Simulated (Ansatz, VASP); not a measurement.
## Two plane-wave programs on PtSe2

```
CELL_PARAMETERS angstrom
5.91461 0.00000 0.00000
0.00000 5.91461 0.00000
0.00000 0.00000 4.08723
ATOMIC_POSITIONS crystal
Pt 0.00000 0.00000 0.00000
Pt 0.50000 0.50000 0.50000
Se 0.31010 0.31010 0.00000
Se 0.18990 0.81010 0.50000
Se 0.81010 0.18990 0.50000
Se 0.68990 0.68990 0.00000
```

Alike in both runs: task single point; functional PBE; k mesh 4 × 4 × 6; occupations fermi-dirac, width 0.02 eV; no spin polarisation.

|  | VASP | Ansatz |
| --- | --- | --- |
| version | VASP 6.6.1 | Ansatz 0.2.0 |
| potentials or method | VASP PAW PBE potentials, release 64 (Pt, Se) | plane waves, PAW |
| plane-wave cutoff (eV) | 520 | 420 |
| valence electrons in the cell | 44 | 100 |

Ansatz gave:

| Item | Value |
| --- | --- |
| pressure (GPa) | -5.0 |
| traceless stress, the component that is largest in VASP (GPa) | -1.19 |
| rms of the force components (eV/Å) | 0.064 |

**Question.** What did VASP give for the same quantities?

**Answer.** Pressure (GPa): -5.1; traceless stress, the component that is largest in VASP (GPa): -1.20; rms of the force components (eV/Å): 0.064.

Atom by atom the forces differ by 0.000 eV/Å (rms over components). VASP's potentials hold 44 valence electrons a cell and Ansatz's 100, so a difference there can come from the potentials and not from the codes.

Spin-orbit coupling is off throughout.
